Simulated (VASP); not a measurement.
Set up this calculation in VASP 6.6.1, as the native input.

- Task: single point
- Functional: r2SCAN
- Potentials or basis: VASP PAW PBE potentials, release 64 (C_h)
- Cutoff: 910 eV
- k mesh: 12 × 12 × 12
- Occupations: gaussian, width 0.05 eV
- Spin: no spin polarisation
- Dipole correction: no
- Further INCAR settings: ALGO = Normal; EDIFF = 1e-06; NBANDS = 11

C:

```xyz
2
Lattice="0.0000 1.7501 1.7834 1.8167 0.0000 1.7834 1.8167 1.7501 0.0000" Properties=species:S:1:pos:R:3 pbc="T T T"
C     1.8167    1.7501    1.7834
C     2.7251    2.6251    2.6751
```

This cell differs from its parent crystal: strain +0.0187 x Voigt [1, -1, 0, 0, 0, 0].

These files were run (other wordings do the same):

POSCAR

```
C
1.0
    0.0000000000      1.7500504200      1.7834000000
    1.8167495800      0.0000000000      1.7834000000
    1.8167495800      1.7500504200      0.0000000000
C
2
Direct
    0.5000000000      0.5000000000      0.5000000000
    0.7500000000      0.7500000000      0.7500000000
```

INCAR.step1

```
SYSTEM = C
  ALGO = Normal
  EDIFF = 1E-5
  ENCUT = 910
  GGA = PE
  GGA_COMPAT = .FALSE.
  ISMEAR = 0
  LASPH = .TRUE.
  LCHARG = .FALSE.
  LREAL = .FALSE.
  LWAVE = .TRUE.
  NBANDS = 11
  NELM = 120
  PREC = Accurate
  SIGMA = 0.05
```

INCAR.step2

```
SYSTEM = C
  ALGO = Normal
  EDIFF = 1E-6
  ENCUT = 910
  GGA_COMPAT = .FALSE.
  ISIF = 2
  ISMEAR = 0
  ISTART = 1
  LASPH = .TRUE.
  LCHARG = .FALSE.
  LMIXTAU = .TRUE.
  LREAL = .FALSE.
  LWAVE = .FALSE.
  METAGGA = R2SCAN
  NBANDS = 11
  NELM = 120
  PREC = Accurate
  SIGMA = 0.05
```

KPOINTS

```
k-points
0
G
  12 12 12
  0 0 0
```

Potentials or basis: VASP PAW PBE potentials, release 64 (C_h).

Launch:

```bash
$ cat potpaw_PBE.64/C_h/POTCAR > POTCAR
$ cp INCAR.step1 INCAR
$ mpirun -np 1 vasp_std > vasp.out
$ cp INCAR.step2 INCAR
$ mpirun -np 1 vasp_std > vasp.out
```

Results of the run:

| Item | Value |
| --- | --- |
| Pressure | -2.8 GPa |
| Band gap on the k mesh | 3.63 eV (least direct gap 5.35 eV) |

Caveat: the cell differs from its parent crystal (strain +0.0187 x Voigt [1, -1, 0, 0, 0, 0]); the cutoff is under 1.25 times the usual one of these potentials, so pressure, stress and relaxed cells hold a basis-set (Pulay) error; the PAW data sets were made with another functional, which shifts forces and pressure a little.

It took 2.8 min on 1 thread of AMD EPYC 9R45 96-Core Processor (Zen 5), on a shared host, peak memory 0.17 GiB.
